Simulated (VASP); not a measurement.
Runs of VASP 6.6.1 on HgH3. The structure is that of space group Pm-3m (No. 221), or close to it. The cells are those of the table. 

```tsv
task	cell	k mesh	cutoff (eV)	smearing	gap on the mesh (eV)	pressure (GPa)	largest force (eV/Å)
single point	a = 7.167 Å, 8 atoms	4 × 4 × 4	520	gaussian 0.02 eV	4.86	0.0	0.02
single point	a = 4.878 Å, 8 atoms	4 × 4 × 4	520	gaussian 0.1 eV	(a)	(b)	0.73
single point	a = 7.021 Å, 8 atoms	4 × 4 × 4	520	gaussian 0.02 eV	4.77	0.0	0.01
single point	a = 7.094 Å, 8 atoms	4 × 4 × 4	520	gaussian 0.02 eV	4.82	0.0	0.01
single point	a = 7.238 Å, 8 atoms	4 × 4 × 4	520	gaussian 0.02 eV	4.89	0.0	0.01
relaxation of cell and atoms	relaxed from a = 4.878 Å, 8 atoms	4 × 4 × 4	600	gaussian 0.1 eV	3.91	-0.1	-
single point	a = 6.868 Å, 8 atoms	4 × 4 × 4	520	gaussian 0.02 eV	4.67	0.0	0.01
single point	a = 6.250 Å, 8 atoms	4 × 4 × 4	520	gaussian 0.1 eV	3.99	0.3	0.02
single point	a = 7.167 Å, 8 atoms	2 × 2 × 2	520	gaussian 0.1 eV	4.86	0.0	0.03
single point	a = 6.945 Å, 8 atoms	4 × 4 × 4	520	gaussian 0.02 eV	4.72	0.0	0.01
```

Alike in all rows: level PBE; potentials or basis VASP PAW PBE potentials, release 64 (Hg, H); no spin polarisation.

**Question.** Fill in the values left out.

**Answer.** (a) none; (b) -0.4.

Caveats: some runs use coarse meshes; spin-orbit coupling is left out, which moves the levels of the heavy elements.

A k mesh can miss the band edges, and the runs leave out spin-orbit coupling on Hg.
